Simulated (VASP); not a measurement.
A run of VASP 6.6.1 is set up as follows.

The input INCAR:

```
SYSTEM = TiSi2
ALGO = Normal
EDIFF = 1E-6
ENCUT = 520
GGA = PE
ISIF = 2
ISMEAR = 0
LASPH = .TRUE.
LCHARG = .FALSE.
LREAL = .FALSE.
LWAVE = .FALSE.
NBANDS = 29
NELM = 60
PREC = Accurate
SIGMA = 0.15
```

File KPOINTS:

```
k-points
0
G
  12 12 12
  0 0 0
```

The input POSCAR:

```
TiSi2
1.0
    1.7608204032     -6.4671342444      0.0000000000
    1.7608204032      6.4671342444      0.0000000000
    0.0000000000      0.0000000000      3.5531183557
Ti Si
2 4
Direct
    0.8968075259      0.1031924741      0.7500000000
    0.1031924741      0.8968075259      0.2500000000
    0.5591373592      0.4408626408      0.7500000000
    0.4408626408      0.5591373592      0.2500000000
    0.2498287182      0.7501712818      0.7500000000
    0.7501712818      0.2498287182      0.2500000000
```

Potentials or basis: VASP PAW PBE potentials, release 64 (Ti_sv, Si).

Run with:

```bash
$ cat potpaw_PBE.64/Ti_sv/POTCAR potpaw_PBE.64/Si/POTCAR > POTCAR
$ mpirun -np 1 vasp_std > vasp.out
```

Q: Predict the largest force.

A: 0.567 eV/Å.

Q: What does it give for the pressure?

A: 9.0 GPa.

Stress tensor (GPa, compression positive):
```
 5.69  0.00  0.00
 0.00 14.34  0.00
 0.00  0.00  6.97
```

Caveat: the stress differs along the axes, from 6 to 14 GPa.
